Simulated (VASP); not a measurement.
# BP (I-4m2) in VASP: dielectric tensor with r2SCAN

Aim: the dielectric tensor of BP with r2SCAN.

All numbers are computed with VASP 6.6.1; they aren't measurements. Logs are shortened: lines on timing, memory, paths and dates and some standing lists are left out, and cuts for length are marked.

## 1. The cell of the first run

It takes space group I-4m2 (No. 119, tetragonal). The conventional cell has a = 3.208 Å, b = 3.208 Å, c = 4.355 Å, α = 90.00°, β = 90.00°, γ = 90.00°. Within 2.6 Å of B (site symmetry -4m2) lie 4 P at 1.94 Å. P (site symmetry -4m2) has 4 B at 1.94 Å within 2.6 Å.

## 2. Dielectric tensor, r2SCAN (uniaxial z strain -4.0%)

INCAR

```
SYSTEM = BP
PREC = Accurate
ENCUT = 520
EDIFF = 1E-8
ISMEAR = 0
SIGMA = 0.01
LREAL = .False.
LASPH = .True.
NELM = 60
ALGO = Normal
ISIF = 2
LWAVE = .False.
LCHARG = .False.
METAGGA = R2SCAN
LMIXTAU = .True.
LCALCEPS = .True.
```

KPOINTS

```
Automatic mesh
0
Gamma
  8 8 8
  0 0 0
```

POSCAR

```
BP
1.0
    0.0000000000      2.2683156689      2.1775830422
    2.2683156689      0.0000000000      2.1775830422
    2.2683156689      2.2683156689      0.0000000000
B P
1 1
Direct
    0.0000000000      0.0000000000      0.0000000000
    0.2500000000      0.2500000000      0.2500000000
```

Potentials or basis: VASP PAW PBE potentials, release 64 (B, P).

Command:

```bash
> cat potpaw_PBE.64/B/POTCAR potpaw_PBE.64/P/POTCAR > POTCAR
> mpirun -np 1 vasp_std > vasp.out
```

OUTCAR:

```text
SYSTEM = BP
   PREC = Accurate
   ENCUT = 520
   EDIFF = 1E-8
   ISMEAR = 0
   LREAL = .False.
   LASPH = .True.
   NELM = 60
   ISIF = 2
   METAGGA = R2SCAN

 ion  position               nearest neighbor table
   1  0.000  0.000  0.000-   2 1.94   2 1.94   2 1.94   2 1.94
   2  0.250  0.250  0.250-   1 1.94   1 1.94   1 1.94   1 1.94

  LATTYP: Found a body centered tetragonal cell.
 ALAT       =     3.2078827827
 C/A-ratio  =     1.3576450199

  Lattice vectors:

 A1 = (   0.0000000000,  -2.2683156689,  -2.1775830422)
 A2 = (   0.0000000000,   2.2683156689,  -2.1775830422)
 A3 = (   2.2683156689,   0.0000000000,   2.1775830422)

Analysis of symmetry for initial positions (statically):
=====================================================================
 Subroutine PRICEL returns:
 Original cell was already a primitive cell.

 Routine SETGRP: Setting up the symmetry group for a
 body centered tetragonal supercell.

 Subroutine GETGRP returns: Found  8 space group operations
 (whereof  8 operations were pure point group operations)
 out of a pool of 16 trial point group operations.

The static configuration has the point symmetry D_2d.

Analysis of symmetry for dynamics (positions and initial velocities):
=====================================================================
 Subroutine PRICEL returns:
 Original cell was already a primitive cell.

 Routine SETGRP: Setting up the symmetry group for a
 body centered tetragonal supercell.

 Subroutine GETGRP returns: Found  8 space group operations
 (whereof  8 operations were pure point group operations)
 out of a pool of 16 trial point group operations.

The dynamic configuration has the point symmetry D_2d.

 Subroutine INISYM returns: Found  8 space group operations
 (whereof  8 operations are pure point group operations),
 and found     1 'primitive' translations

----------------------------------------------------------------------------------------

                                     Primitive cell

  volume of cell :      22.4084

  direct lattice vectors                    reciprocal lattice vectors
     0.000000000  2.268315669  2.177583042    -0.220427874  0.220427874  0.229612369
     2.268315669  0.000000000  2.177583042     0.220427874 -0.220427874  0.229612369
     2.268315669  2.268315669  0.000000000     0.220427874  0.220427874 -0.229612369

  length of vectors
     3.144379729  3.144379729  3.207882783     0.387167580  0.387167580  0.387167580

  position of ions in fractional coordinates (direct lattice)
     0.000000000  0.000000000  0.000000000
     0.250000000  0.250000000  0.250000000

  ion indices of the primitive-cell ions
   primitive index   ion index
                 1           1
                 2           2

----------------------------------------------------------------------------------------

 KPOINTS: Automatic mesh

Automatic generation of k-mesh.
 Grid dimensions read from file:
 generate k-points for:    8    8    8

 Generating k-lattice:

  Cartesian coordinates                     Fractional coordinates (reciprocal lattice)
    -0.027553484  0.027553484  0.028701546     0.125000000  0.000000000  0.000000000
     0.027553484 -0.027553484  0.028701546     0.000000000  0.125000000  0.000000000
     0.027553484  0.027553484 -0.028701546     0.000000000  0.000000000  0.125000000

  Length of vectors
     0.048395947  0.048395947  0.048395947

  Shift w.r.t. Gamma in fractional coordinates (k-lattice)
     0.000000000  0.000000000  0.000000000

 Subroutine IBZKPT returns following result:
 ===========================================

 Found     59 irreducible k-points:

 Following reciprocal coordinates:
            Coordinates               Weight
  0.000000  0.000000  0.000000      1.000000
  0.125000 -0.000000  0.000000      8.000000
  0.250000 -0.000000  0.000000      8.000000
  0.375000 -0.000000  0.000000      8.000000
  0.500000 -0.000000  0.000000      4.000000
  0.125000  0.125000  0.000000      2.000000
[... 16 lines left out ...]
  0.250000 -0.000000  0.125000     16.000000
  0.375000 -0.000000  0.125000     16.000000
 [... further k-points ...]
   k-points           NKPTS =     59   k-points in BZ     NKDIM =     59   number of bands    NBANDS=      8
   number of dos      NEDOS =    301   number of ions     NIONS =      2
   total plane-waves  NPLWV =  13824
   dimension x,y,z NGX =    24 NGY =   24 NGZ =   24
   dimension x,y,z NGXF=    48 NGYF=   48 NGZF=   48
   ions per type =               1   1
   NGX,Y,Z   is equivalent  to a cutoff of  12.69, 12.69, 12.44 a.u.
   NGXF,Y,Z  is equivalent  to a cutoff of  25.38, 25.38, 24.88 a.u.
 SYSTEM =  BP
   PREC   = accura    normal or accurate (medium, high low for compatibility)
   ISTART =      0    job   : 0-new  1-cont  2-samecut
   ICHARG =      2    charge: 1-file 2-atom 10-const
   ISPIN  =      1    spin polarized calculation?
   LNONCOLLINEAR =      F non collinear calculations
   LSORBIT =      F    spin-orbit coupling
   LASPH  =      T    aspherical Exc in radial PAW
   ENCUT  =  520.0 eV  38.22 Ry    6.18 a.u.   5.85  5.85  5.96*2*pi/ulx,y,z
   NELM   =     60;   NELMIN=  2; NELMDL= -5     # of ELM steps
   EDIFF  = 0.1E-07   stopping-criterion for ELM
   LREAL  =      F    real-space projection
   EDIFFG = 0.1E-06   stopping-criterion for IOM
   NSW    =      0    number of steps for IOM
   IBRION =     -1    ionic relax: 0-MD 1-quasi-New 2-CG
   NFREE  =      0    steps in history (QN), initial steepest desc. (CG)
   ISIF   =      2    stress and relaxation
   ISYM   =      2    0-nonsym 1-usesym 2-fastsym
   POTIM  = 0.5000    time-step for ionic-motion
   TEBEG  =    0.0;   TEEND  =   0.0 temperature during run
   PSTRESS=    0.0 pullay stress
   NELECT =       8.0000    total number of electrons
   NUPDOWN=      -1.0000    fix difference up-down
   EMIN   =  10.00;   EMAX   =-10.00  energy-range for DOS
   EFERMI =   0.00;   METHOD = LEGACY
   ISMEAR =     0;   SIGMA  =   0.01  broadening in eV -4-tet -1-fermi 0-gaus
   EFERMI_NEDOS =   21; number of points for ismear=-14 and -15
   IALGO  =     38    algorithm
   IMIX   =      4    mixing-type and parameters
     AMIX     =   0.40;   BMIX     =  1.00
     AMIX_MAG =   1.60;   BMIX_MAG =  1.00
  volume/ion in A,a.u.               =      11.20        75.61
  Fermi-wavevector in a.u.,A,eV,Ry     =   1.161362  2.194656 18.351015  1.348762
  Thomas-Fermi vector in A             =   2.297935
   LORBIT       =      0    0 simple, 1 ext, 2 COOP (PROOUT), +10 PAW based schemes
   METAGGA = R2SCAN    functional components
   LHFCALC =     F    Hartree Fock is set to
   AEXX    =    0.0000 exact exchange contribution
   IVDW    =     0    specifies the selected vdW correction
   LEPSILON=     F    determine dielectric tensor
   LRPA    =     F    only Hartree local field effects (RPA)
   LRPA       =     F
 non-spin polarized calculation
 Gauss-broadening in eV      SIGMA  =   0.01
  energy-cutoff  :      520.00
  volume of cell :       22.41
 maximum number of plane-waves:       620
   NGX = 11   NGY = 11   NGZ = 11

 number of electron       8.0000000 magnetization

 Free energy of the ion-electron system (eV)
  ---------------------------------------------------
  ext. energy  EPLUGINS =         0.00000000
  ---------------------------------------------------
  free energy    TOTEN  =       -17.26859226 eV

  energy without entropy =      -17.26859226  energy(sigma->0) =      -17.26859226

 E-fermi :   8.2139     XC(G=0): -11.6921

 val. band max:        8.1742743777   @ k =   0.0000   0.0000   0.0000
 cond. band min:   10000.0000000000   @ k =   0.0000   0.0000   0.0000
 fundamental gap:   9991.8257256223
 Fermi energy:         8.2138947823

 k-point     1 :       0.0000    0.0000    0.0000
  band No.  band energies     occupation
      1      -8.7539      2.00000
      2       7.7597      2.00000
      3       7.7602      2.00000
      4       8.1743      2.00000
      5   10000.0000      0.00000
      6   10000.0000      0.00000
      7   10000.0000      0.00000
      8   10000.0000      0.00000

 k-point     2 :       0.1250   -0.0000    0.0000
  band No.  band energies     occupation
      1      -8.4481      2.00000
      2       5.8912      2.00000
      3       7.2670      2.00000
      4       7.6030      2.00000
      5   10000.0000      0.00000
      6   10000.0000      0.00000
      7   10000.0000      0.00000
      8   10000.0000      0.00000

 k-point     3 :       0.2500   -0.0000    0.0000
  band No.  band energies     occupation
      1      -7.5494      2.00000
      2       2.6681      2.00000
      3       6.4624      2.00000
      4       6.8936      2.00000
      5   10000.0000      0.00000
      6   10000.0000      0.00000
      7   10000.0000      0.00000
      8   10000.0000      0.00000

 k-point     4 :       0.3750   -0.0000    0.0000
  band No.  band energies     occupation
      1      -6.1650      2.00000
      2      -0.2943      2.00000
      3       5.8969      2.00000
      4       6.4180      2.00000
      5   10000.0000      0.00000
      6   10000.0000      0.00000
      7   10000.0000      0.00000
      8   10000.0000      0.00000

 k-point     5 :       0.5000   -0.0000    0.0000
  band No.  band energies     occupation
      1      -5.0908      2.00000
      2      -1.9145      2.00000
      3       5.7014      2.00000
      4       6.2577      2.00000
      5   10000.0000      0.00000
      6   10000.0000      0.00000
      7   10000.0000      0.00000
      8   10000.0000      0.00000
[... 177 lines left out ...]
 k-point    22 :       0.1250    0.0000    0.1250
  band No.  band energies     occupation
      1      -8.3567      2.00000
      2       6.5242      2.00000
      3       6.5596      2.00000
      4       6.8264      2.00000
      5   10000.0000      0.00000
      6   10000.0000      0.00000
      7   10000.0000      0.00000
      8   10000.0000      0.00000

 k-point    23 :       0.2500   -0.0000    0.1250
  band No.  band energies     occupation
      1      -7.6638      2.00000
      2       3.8289      2.00000
      3       5.8601      2.00000
      4       6.2168      2.00000
      5   10000.0000      0.00000
      6   10000.0000      0.00000
      7   10000.0000      0.00000
      8   10000.0000      0.00000

 k-point    24 :       0.3750   -0.0000    0.1250
  band No.  band energies     occupation
      1      -6.4301      2.00000
      2       0.8288      2.00000
      3       5.1875      2.00000
      4       5.5834      2.00000
      5   10000.0000      0.00000
      6   10000.0000      0.00000
      7   10000.0000      0.00000
      8   10000.0000      0.00000

 [... further k-points ...]

------------------------ aborting loop because EDIFF is reached ----------------------------------------

            Ionic dipole moment: p[ion]=(     5.67079     5.67079     5.44396 ) |e| Angst

 Total electronic dipole moment: p[elc]=(     0.00087     0.00087     0.00986 ) |e| Angst

 MACROSCOPIC STATIC DIELECTRIC TENSOR (including local field effects)
 ------------------------------------------------------
           8.839186     0.000000     0.000000
           0.000000     8.839186     0.000000
           0.000000     0.000000     8.290120
 ------------------------------------------------------

 PIEZOELECTRIC TENSOR (including local field effects) (e Angst)
          XX          YY          ZZ          XY          YZ          ZX
  --------------------------------------------------------------------------------
  x     0.00000     0.00000    -0.00000    -0.00000     0.16453     0.00000
  y     0.00000     0.00000    -0.00000     0.00000     0.00000     0.16453
  z     0.00000     0.00000     0.00000     0.22147     0.00000     0.00000

 PIEZOELECTRIC TENSOR (including local field effects) (C/m^2)
          XX          YY          ZZ          XY          YZ          ZX
  --------------------------------------------------------------------------------
  x     0.00000     0.00000    -0.00000    -0.00000     0.11764     0.00000
  y     0.00000     0.00000    -0.00000     0.00000     0.00000     0.11764
  z     0.00000     0.00000     0.00000     0.15835     0.00000     0.00000

 BORN EFFECTIVE CHARGES (including local field effects) (in |e|, cummulative output)
 ---------------------------------------------------------------------------------
 ion    1
    1    -0.56264     0.00000    -0.00000
    2     0.00000    -0.56264    -0.00000
    3     0.00000     0.00000    -0.59953
 ion    2
    1     0.56264    -0.00000     0.00000
    2     0.00000     0.56264     0.00000
    3     0.00000     0.00000     0.59953

  FORCE on cell =-STRESS in cart. coord.  units (eV):
  Direction    XX          YY          ZZ          XY          YZ          ZX
  --------------------------------------------------------------------------------------
  -------------------------------------------------------------------------------------
  Total        0.4260060      0.4260060      2.0372460      0.0000000      0.0000000     -0.0000000
  in kB       30.4589289     30.4589289    145.6606845      0.0000000      0.0000000     -0.0000000
  external PRESSURE =      68.8595141 kB  Pullay stress =       0.0000000 kB

 VOLUME and BASIS-vectors are now :
 -----------------------------------------------------------------------------
  energy-cutoff  :      520.00
  volume of cell :       22.41
      direct lattice vectors                 reciprocal lattice vectors
     0.000000000  2.268315669  2.177583042    -0.220427874  0.220427874  0.229612369
     2.268315669  0.000000000  2.177583042     0.220427874 -0.220427874  0.229612369
     2.268315669  2.268315669  0.000000000     0.220427874  0.220427874 -0.229612369

 POSITION                                       TOTAL-FORCE (eV/Angst)
 -----------------------------------------------------------------------------------
      0.00000      0.00000      0.00000         0.000000      0.000000      0.000000
      1.13416      1.13416      1.08879        -0.000000     -0.000000      0.000000
 -----------------------------------------------------------------------------------
    total drift:                                0.000000      0.000000     -0.000000

  FREE ENERGIE OF THE ION-ELECTRON SYSTEM (eV)
  ---------------------------------------------------
  free  energy   TOTEN  =       -17.2685922634 eV

  energy  without entropy=      -17.2685922634  energy(sigma->0) =      -17.26859226
```

Run time: 12 min. Hardware: 1 thread of Intel Xeon Platinum 8488C (Sapphire Rapids), shared host; peak memory 0.31 GiB.

What came out:

```
Band gap on the k mesh                  : 0.77 eV (least direct gap 3.27 eV)
Electronic dielectric tensor (diagonal) : 8.84, 8.84, 8.29
Born charges (mean of the diagonal)     : B -0.57; P +0.57 e
```

Electronic dielectric tensor:
```
8.84 0.00 0.00
0.00 8.84 0.00
0.00 0.00 8.29
```

Born effective charge tensors (e):
atom 1, B
```
-0.56  0.00  0.00
 0.00 -0.56  0.00
 0.00  0.00 -0.60
```
atom 2, P
```
0.56 0.00 0.00
0.00 0.56 0.00
0.00 0.00 0.60
```

Dipole moments of the cell (e·Å, modulo the quantum): ionic 5.671, 5.671, 5.444; electronic 0.001, 0.001, 0.010

Caveat: the cell differs from its parent crystal (uniaxial z strain -4.0%); semilocal functionals underestimate gaps, and a narrow one can read as zero; the PAW data sets were made with another functional, which shifts forces and pressure a little. A k mesh can miss the band edges.

The gap in the log of VASP goes by the Fermi energy; the results here count the filled bands.